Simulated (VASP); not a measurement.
CdTe: single point with PBE

The system is CdTe.

```xyz
2
Lattice="0.0000 3.1707 3.1707 3.1707 0.0000 3.1707 3.1707 3.1707 0.0000" Properties=species:S:1:pos:R:3 pbc="T T T"
Cd    0.0000    0.0000    0.0000
Te    1.5853    1.5853    1.5853
```

This cell differs from its parent crystal: volume scaled by 0.88.

```
Program                : VASP 6.6.1
Task                   : single point
Functional             : PBE
Potentials or basis    : VASP PAW PBE potentials, release 64 (Cd, Te)
Cutoff                 : 520 eV
k mesh                 : 10 × 10 × 10
Occupations            : gaussian, width 0.02 eV
Spin                   : no spin polarisation
Dipole correction      : no
Further INCAR settings : ALGO = Normal; EDIFF = 1e-07; NBANDS = 16
```

The pressure is 6.3 GPa. The band gap on the k mesh is 0.97 eV, direct.

Levels at points of the mesh, in eV from the valence-band top:
| k point | band 5 | band 6 | band 7 | band 8 | band 9 | band 10 | band 11 | band 12 | band 13 | band 14 |
| --- | --- | --- | --- | --- | --- | --- | --- | --- | --- | --- |
| (0.00, 0.00, 0.00) | -8.22 | -8.22 | 0.00 | 0.00 | 0.00 | 0.97 | 4.55 | 4.55 | 4.55 | 7.54 |
| (0.50, 0.00, 0.00) | -8.21 | -7.82 | -4.82 | -0.88 | -0.88 | 1.88 | 5.15 | 5.15 | 7.10 | 8.92 |
| (0.50, 0.50, 0.00) | -8.19 | -7.65 | -4.64 | -2.10 | -2.10 | 2.45 | 2.64 | 9.21 | 9.46 | 9.46 |

Wall time 55 s on 1 thread of Intel Xeon 8259CL, on a shared host, peak memory 0.23 GiB.

Caveat: spin-orbit coupling is left out, which moves the levels of the heavy elements.
